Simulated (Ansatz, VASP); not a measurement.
Si2Sn in VASP and in Ansatz

```xyz
6
Lattice="5.6917 0.0000 0.0000 -2.8459 4.9292 0.0000 0.0000 0.0000 4.3964" Properties=species:S:1:pos:R:3 pbc="T T T"
Si    0.0000    0.0000    2.1982
Si    0.7181    1.2438    0.0000
Si   -2.1278    3.6854    0.0000
Si    4.2556    0.0000    0.0000
Sn    2.8459    1.6431    2.1982
Sn    0.0000    3.2861    2.1982
```

Alike in both runs: functional PBE; k mesh 12 × 12 × 8; occupations gaussian, width 0.1 eV; no spin polarisation.

Ansatz relaxed the structure, and its values are those at the end. VASP's run is a single point on that final structure, the one shown.

|  | VASP | Ansatz |
| --- | --- | --- |
| version | VASP 6.6.1 | Ansatz 0.2.0 |
| potentials or method | VASP PAW PBE potentials, release 64 (Si, Sn_d), cutoff 520 eV | scalar-relativistic, plane waves, PAW |
| valence electrons in the cell | 44 | 44 |

```csv
,VASP,Ansatz,Ansatz less VASP
gap on the k mesh at the Fermi level (eV),none,none,-
pressure (GPa),-0.1,0.0,+0.05
rms of the force components (eV/Å),0.005,0.003,-0.0022
```

A gap of «none» marks a metal or a gap that the smearing closes. The functional is the same, so the differences come from potentials, cutoffs and numerics.
